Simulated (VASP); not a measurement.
# TePt2 (Pnma) in VASP: single point with PBE

Aim: the single point of TePt2 with PBE.

Program: VASP 6.6.1. These are calculated values, not measurements. Logs are shortened: lines on timing, memory, paths and dates and some standing lists are left out, and cuts for length are marked.

## 1. The cell of the first run

The structure is orthorhombic, space group Pnma (No. 62). Conventional cell: a = 5.517 Å, b = 4.862 Å, c = 8.398 Å, α = 90.00°, β = 90.00°, γ = 90.00°. Te (site symmetry m) has 13 Pt at 2.72 to 3.87 Å and 4 Te at 3.49 to 3.59 Å within 3.9 Å. Pt (site symmetry m) has 5 Te at 2.74 to 3.08 Å and 6 Pt at 2.87 to 2.95 Å within 3.6 Å. Pt (site symmetry m) has 8 Te at 2.72 to 3.87 Å and 8 Pt at 2.77 to 3.98 Å within 4.0 Å.

## 2. Single point, PBE

Input file INCAR:

```
SYSTEM = TePt2
PREC = Accurate ; ENCUT = 520
EDIFF = 1E-7 ; ISMEAR = 0
SIGMA = 0.2 ; LREAL = .False.
LASPH = .True. ; NELM = 80
ALGO = Fast ; ISIF = 2
LWAVE = .False. ; LCHARG = .False.
GGA = PE ; NBANDS = 64
```

Input file KPOINTS:

```
Automatic mesh
0
Gamma
  3 4 2
  0 0 0
```

Input file POSCAR:

```
TePt2
1.0
    5.5173322789      0.0000000000      0.0000000000
    0.0000000000      4.8624284442      0.0000000000
    0.0000000000      0.0000000000      8.3981967595
Te Pt
4 8
Direct
    0.3514310649      0.7500000000      0.3769025750
    0.1485689351      0.2500000000      0.8769025750
    0.6485689351      0.2500000000      0.6230974250
    0.8514310649      0.7500000000      0.1230974250
    0.3683361817      0.7500000000      0.0484340064
    0.1316638183      0.2500000000      0.5484340064
    1.1679755733      0.7500000000      0.7327696436
    0.3320244267      0.2500000000      0.2327696436
    0.6316638183      0.2500000000      0.9515659936
    0.8683361817      0.7500000000      0.4515659936
   -0.1679755733      0.2500000000      0.2672303564
    0.6679755733      0.7500000000      0.7672303564
```

Potentials or basis: VASP PAW PBE potentials, release 64 (Te, Pt).

Command:

```
cat potpaw_PBE.64/Te/POTCAR potpaw_PBE.64/Pt/POTCAR > POTCAR
mpirun -np 1 vasp_std > vasp.out
```

OUTCAR:

```text
SYSTEM = TePt2
   PREC = Accurate
   ENCUT = 520
   EDIFF = 1E-7
   ISMEAR = 0
   LREAL = .False.
   LASPH = .True.
   NELM = 80
   ISIF = 2
   GGA = PE

 ion  position               nearest neighbor table
   1  0.351  0.750  0.377-   8 2.72   8 2.72  10 2.74   5 2.76  10 2.92   6 3.08   6 3.08   7 3.16
                             4 3.49   4 3.49   3 3.59   3 3.59
   2  0.149  0.250  0.877-   7 2.72   7 2.72   9 2.74   6 2.76   9 2.92   5 3.08   5 3.08   8 3.16
                             3 3.49   3 3.49   4 3.59   4 3.59
   3  0.649  0.250  0.623-  12 2.72  12 2.72   6 2.74   9 2.76   6 2.92  10 3.08  10 3.08  11 3.16
                             2 3.49   2 3.49   1 3.59   1 3.59
   4  0.851  0.750  0.123-  11 2.72  11 2.72   5 2.74  10 2.76   5 2.92   9 3.08   9 3.08  12 3.16
                             1 3.49   1 3.49   2 3.59   2 3.59
   5  0.368  0.750  0.048-   4 2.74   1 2.76   7 2.87  12 2.88   8 2.89   8 2.89   4 2.92   9 2.95
                             9 2.95   2 3.08   2 3.08
   6  0.132  0.250  0.548-   3 2.74   2 2.76   8 2.87  11 2.88   7 2.89   7 2.89   3 2.92  10 2.95
                            10 2.95   1 3.08   1 3.08
   7  0.168  0.750  0.733-   2 2.72   2 2.72  12 2.77  12 2.77   5 2.87  10 2.88   6 2.89   6 2.89
                             1 3.16
   8  0.332  0.250  0.233-   1 2.72   1 2.72  11 2.77  11 2.77   6 2.87   9 2.88   5 2.89   5 2.89
                             2 3.16
   9  0.632  0.250  0.952-   2 2.74   3 2.76  11 2.87   8 2.88  12 2.89  12 2.89   2 2.92   5 2.95
                             5 2.95   4 3.08   4 3.08
  10  0.868  0.750  0.452-   1 2.74   4 2.76  12 2.87   7 2.88  11 2.89  11 2.89   1 2.92   6 2.95
                             6 2.95   3 3.08   3 3.08
  11  0.832  0.250  0.267-   4 2.72   4 2.72   8 2.77   8 2.77   9 2.87   6 2.88  10 2.89  10 2.89
                             3 3.16
  12  0.668  0.750  0.767-   3 2.72   3 2.72   7 2.77   7 2.77  10 2.87   5 2.88   9 2.89   9 2.89
                             4 3.16

  LATTYP: Found a simple orthorhombic cell.
 ALAT       =     4.8624284442
 B/A-ratio  =     1.1346865753
 C/A-ratio  =     1.7271609970

  Lattice vectors:

 A1 = (   0.0000000000,  -4.8624284442,   0.0000000000)
 A2 = (   5.5173322789,   0.0000000000,   0.0000000000)
 A3 = (   0.0000000000,   0.0000000000,   8.3981967595)

Analysis of symmetry for initial positions (statically):
=====================================================================
 Subroutine PRICEL returns:
 Original cell was already a primitive cell.

 Routine SETGRP: Setting up the symmetry group for a
 simple orthorhombic supercell.

 Subroutine GETGRP returns: Found  8 space group operations
 (whereof  2 operations were pure point group operations)
 out of a pool of  8 trial point group operations.

The static configuration has the point symmetry S_2 .
 The point group associated with its full space group is D_2h.

Analysis of symmetry for dynamics (positions and initial velocities):
=====================================================================
 Subroutine PRICEL returns:
 Original cell was already a primitive cell.

 Routine SETGRP: Setting up the symmetry group for a
 simple orthorhombic supercell.

 Subroutine GETGRP returns: Found  8 space group operations
 (whereof  2 operations were pure point group operations)
 out of a pool of  8 trial point group operations.

The dynamic configuration has the point symmetry S_2 .
 The point group associated with its full space group is D_2h.

 Subroutine INISYM returns: Found  8 space group operations
 (whereof  2 operations are pure point group operations),
 and found     1 'primitive' translations

----------------------------------------------------------------------------------------

                                     Primitive cell

  volume of cell :     225.3037

  direct lattice vectors                    reciprocal lattice vectors
     5.517332279  0.000000000  0.000000000     0.181247014  0.000000000  0.000000000
     0.000000000  4.862428444  0.000000000     0.000000000  0.205658553  0.000000000
     0.000000000  0.000000000  8.398196759     0.000000000  0.000000000  0.119073181

  length of vectors
     5.517332279  4.862428444  8.398196759     0.181247014  0.205658553  0.119073181

  position of ions in fractional coordinates (direct lattice)
     0.351431065  0.750000000  0.376902575
     0.148568935  0.250000000  0.876902575
[... 40 lines left out ...]

  Length of vectors
     0.060415671  0.051414638  0.059536590

  Shift w.r.t. Gamma in fractional coordinates (k-lattice)
     0.000000000  0.000000000  0.000000000

 Subroutine IBZKPT returns following result:
 ===========================================

 Found     12 irreducible k-points:

 Following reciprocal coordinates:
            Coordinates               Weight
  0.000000  0.000000  0.000000      1.000000
  0.333333  0.000000  0.000000      2.000000
  0.000000  0.250000  0.000000      2.000000
  0.333333  0.250000  0.000000      4.000000
  0.000000  0.500000  0.000000      1.000000
  0.333333  0.500000  0.000000      2.000000
  0.000000  0.000000  0.500000      1.000000
  0.333333  0.000000  0.500000      2.000000
  0.000000  0.250000  0.500000      2.000000
  0.333333  0.250000  0.500000      4.000000
  0.000000  0.500000  0.500000      1.000000
  0.333333  0.500000  0.500000      2.000000
   k-points           NKPTS =     12   k-points in BZ     NKDIM =     12   number of bands    NBANDS=     64
   number of dos      NEDOS =    301   number of ions     NIONS =     12
   total plane-waves  NPLWV =  96768
   dimension x,y,z NGX =    42 NGY =   36 NGZ =   64
   dimension x,y,z NGXF=    84 NGYF=   72 NGZF=  128
   ions per type =               4   8
   NGX,Y,Z   is equivalent  to a cutoff of  12.66, 12.31, 12.67 a.u.
   NGXF,Y,Z  is equivalent  to a cutoff of  25.31, 24.62, 25.34 a.u.
 SYSTEM =  TePt2
   PREC   = accura    normal or accurate (medium, high low for compatibility)
   ISTART =      0    job   : 0-new  1-cont  2-samecut
   ICHARG =      2    charge: 1-file 2-atom 10-const
   ISPIN  =      1    spin polarized calculation?
   LNONCOLLINEAR =      F non collinear calculations
   LSORBIT =      F    spin-orbit coupling
   LASPH  =      T    aspherical Exc in radial PAW
   ENCUT  =  520.0 eV  38.22 Ry    6.18 a.u.  10.26  9.04 15.62*2*pi/ulx,y,z
   NELM   =     80;   NELMIN=  2; NELMDL= -5     # of ELM steps
   EDIFF  = 0.1E-06   stopping-criterion for ELM
   LREAL  =      F    real-space projection
   EDIFFG = 0.1E-05   stopping-criterion for IOM
   NSW    =      0    number of steps for IOM
   IBRION =     -1    ionic relax: 0-MD 1-quasi-New 2-CG
   NFREE  =      0    steps in history (QN), initial steepest desc. (CG)
   ISIF   =      2    stress and relaxation
   ISYM   =      2    0-nonsym 1-usesym 2-fastsym
   POTIM  = 0.5000    time-step for ionic-motion
   TEBEG  =    0.0;   TEEND  =   0.0 temperature during run
   PSTRESS=    0.0 pullay stress
   NELECT =     104.0000    total number of electrons
   NUPDOWN=      -1.0000    fix difference up-down
   EMIN   =  10.00;   EMAX   =-10.00  energy-range for DOS
   EFERMI =   0.00;   METHOD = LEGACY
   ISMEAR =     0;   SIGMA  =   0.20  broadening in eV -4-tet -1-fermi 0-gaus
   EFERMI_NEDOS =   21; number of points for ismear=-14 and -15
   IALGO  =     68    algorithm
   IMIX   =      4    mixing-type and parameters
     AMIX     =   0.40;   BMIX     =  1.00
     AMIX_MAG =   1.60;   BMIX_MAG =  1.00
  volume/ion in A,a.u.               =      18.78       126.70
  Fermi-wavevector in a.u.,A,eV,Ry     =   1.265212  2.390903 21.779665  1.600760
  Thomas-Fermi vector in A             =   2.398476
   LORBIT       =      0    0 simple, 1 ext, 2 COOP (PROOUT), +10 PAW based schemes
   GGA     = PE    functional components
   LHFCALC =     F    Hartree Fock is set to
   AEXX    =    0.0000 exact exchange contribution
   IVDW    =     0    specifies the selected vdW correction
   LEPSILON=     F    determine dielectric tensor
   LRPA    =     F    only Hartree local field effects (RPA)
 non-spin polarized calculation
 RMM-DIIS sequential band-by-band and
 Gauss-broadening in eV      SIGMA  =   0.20
  energy-cutoff  :      520.00
  volume of cell :      225.30
 maximum number of plane-waves:      6106
 NGX is ok and might be reduce to    42
   NGX = 21   NGY = 19   NGZ = 31

 number of electron     104.0000001 magnetization

 Free energy of the ion-electron system (eV)
  ---------------------------------------------------
  ext. energy  EPLUGINS =         0.00000000
  ---------------------------------------------------
  free energy    TOTEN  =       -62.54855270 eV

  energy without entropy =      -62.43655552  energy(sigma->0) =      -62.49255411

 E-fermi :  10.3036     XC(G=0): -12.0913

 val. band max:       10.3024577399   @ k =   0.0000   0.2500   0.5000
 cond. band min:      10.3534307678   @ k =   0.0000   0.0000   0.0000
 fundamental gap:      0.0509730279
 Fermi energy:        10.3036242512

 k-point     1 :       0.0000    0.0000    0.0000
  band No.  band energies     occupation
      1      -3.6638      2.00000
      2      -2.5604      2.00000
      3      -2.2356      2.00000
      4      -1.4465      2.00000
      5       3.3713      2.00000
      6       3.7186      2.00000
[... 793 lines left out ...]
     63      15.1816      0.00000
     64      15.1816      0.00000

------------------------ aborting loop because EDIFF is reached ----------------------------------------

  FORCE on cell =-STRESS in cart. coord.  units (eV):
  Direction    XX          YY          ZZ          XY          YZ          ZX
  --------------------------------------------------------------------------------------
  -------------------------------------------------------------------------------------
  Total       -0.3571047     -0.8109814     -0.6170883      0.0000000      0.0000000      0.0000000
  in kB       -2.5394385     -5.7670410     -4.3882312      0.0000000      0.0000000      0.0000000
  external PRESSURE =      -4.2315703 kB  Pullay stress =       0.0000000 kB

 VOLUME and BASIS-vectors are now :
 -----------------------------------------------------------------------------
  energy-cutoff  :      520.00
  volume of cell :      225.30
      direct lattice vectors                 reciprocal lattice vectors
     5.517332279  0.000000000  0.000000000     0.181247014  0.000000000  0.000000000
     0.000000000  4.862428444  0.000000000     0.000000000  0.205658553  0.000000000
     0.000000000  0.000000000  8.398196759     0.000000000  0.000000000  0.119073181

 POSITION                                       TOTAL-FORCE (eV/Angst)
 -----------------------------------------------------------------------------------
      1.93896      3.64682      3.16530        -0.044409     -0.000000      0.004977
      0.81970      1.21561      7.36440         0.044409     -0.000000      0.004977
      3.57837      1.21561      5.23289         0.044409     -0.000000     -0.004977
      4.69763      3.64682      1.03380        -0.044409      0.000000     -0.004977
      2.03223      3.64682      0.40676        -0.027890     -0.000000      0.017888
      0.72643      1.21561      4.60586         0.027890      0.000000      0.017888
      0.92678      3.64682      6.15394         0.017192     -0.000000      0.014206
      1.83189      1.21561      1.95485        -0.017192      0.000000      0.014206
      3.48510      1.21561      7.99144         0.027890      0.000000     -0.017888
      4.79090      3.64682      3.79234        -0.027890     -0.000000     -0.017888
      4.59056      1.21561      2.24425        -0.017192     -0.000000     -0.014206
      3.68544      3.64682      6.44335         0.017192     -0.000000     -0.014206
 -----------------------------------------------------------------------------------
    total drift:                               -0.000000      0.000000     -0.000000

  FREE ENERGIE OF THE ION-ELECTRON SYSTEM (eV)
  ---------------------------------------------------
  free  energy   TOTEN  =       -62.5485527049 eV

  energy  without entropy=      -62.4365555177  energy(sigma->0) =      -62.49255411
```

It took 4.9 min on 1 thread of Intel Xeon Platinum 8259CL at 2.50GHz (Skylake/Cascade Lake), shared host; peak memory 0.37 GiB.

Results:

```yaml
Free_energy: -62.5486 eV
Pressure: -0.4 GPa
Largest_force: 0.045 eV/Å
Band_gap_on_the_k_mesh: zero (bands 52 and 53 overlap by 0.85 eV)
```

Forces in eV/Å, atoms in the order of the input:
```
Te  -0.044  0.000  0.005
Te   0.044  0.000  0.005
Te   0.044  0.000 -0.005
Te  -0.044  0.000 -0.005
Pt  -0.028  0.000  0.018
Pt   0.028  0.000  0.018
Pt   0.017  0.000  0.014
Pt  -0.017  0.000  0.014
Pt   0.028  0.000 -0.018
Pt  -0.028  0.000 -0.018
Pt  -0.017  0.000 -0.014
Pt   0.017  0.000 -0.014
```

Stress tensor (GPa, compression positive):
```
-0.25  0.00  0.00
 0.00 -0.58  0.00
 0.00  0.00 -0.44
```

Levels at points of the mesh, in eV from the Fermi level:
| k point | band 48 | band 49 | band 50 | band 51 | band 52 | band 53 | band 54 | band 55 | band 56 | band 57 |
| --- | --- | --- | --- | --- | --- | --- | --- | --- | --- | --- |
| (0.00, 0.00, 0.00) | -1.06 | -0.64 | -0.52 | -0.07 | 0.05 | 0.94 | 0.96 | 1.00 | 1.11 | 1.17 |
| (0.00, 0.50, 0.00) | -1.20 | -1.13 | -1.13 | -0.26 | -0.26 | -0.15 | -0.15 | 0.96 | 0.96 | 1.53 |
| (0.00, 0.00, 0.50) | -0.65 | -0.41 | -0.41 | -0.35 | -0.35 | 0.10 | 0.10 | 1.05 | 1.05 | 1.53 |
| (0.00, 0.50, 0.50) | -1.30 | -1.29 | -1.29 | -0.70 | -0.70 | -0.21 | -0.21 | 0.41 | 0.41 | 1.90 |

Caveat: the k points lie up to 0.38 Å⁻¹ apart, too coarse for converged energies and pressures of a metal; spin-orbit coupling is left out, which moves the levels of the heavy elements.
